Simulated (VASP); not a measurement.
## KMgF3: single point with PBE

Crystal: KMgF3.

```
K Mg F
1.0
     3.72203    0.00000    0.00000
     0.00000    3.72203    0.00000
     0.00000    0.00000    3.72203
K Mg F
1 1 3
Direct
  0.50000 0.50000 0.50000
  0.00000 0.00000 0.00000
  0.50000 0.00000 0.00000
  0.00000 0.50000 0.00000
  0.00000 0.00000 0.50000
```

| Property | Result |
| --- | --- |
| Program | VASP 6.6.1 |
| Task | single point |
| Functional | PBE |
| Potentials or basis | VASP PAW PBE potentials, release 64 (K_sv, Mg, F) |
| Cutoff | 520 eV |
| k mesh | 6 × 6 × 6 |
| Occupations | gaussian, width 0.01 eV |
| Spin | no spin polarisation |
| Dipole correction | no |
| Further INCAR settings | ALGO = Normal; EDIFF = 1e-07; NBANDS = 24 |

```json
{"Pressure": "29.9 GPa", "Band gap on the k mesh": "9.07 eV (least direct gap 9.37 eV)"}
```

Levels at points of the mesh, in eV from the valence-band top:
```csv
k point,band 14,band 15,band 16,band 17,band 18,band 19
"(0.00, 0.00, 0.00)",-0.30,-0.30,-0.30,9.07,10.30,10.30
"(0.50, 0.00, 0.00)",-1.11,-0.66,-0.66,11.44,11.66,12.76
"(0.50, 0.50, 0.00)",-1.05,-1.05,-0.03,12.08,12.66,13.76
"(0.50, 0.50, 0.50)",0.00,0.00,0.00,11.25,11.25,11.25
```

Run time: 49 s on 1 thread of Intel Xeon 8259CL, with other jobs on the host, peak memory 0.17 GiB.

Caveat: the cell stands under pressure. A k mesh can miss the band edges.
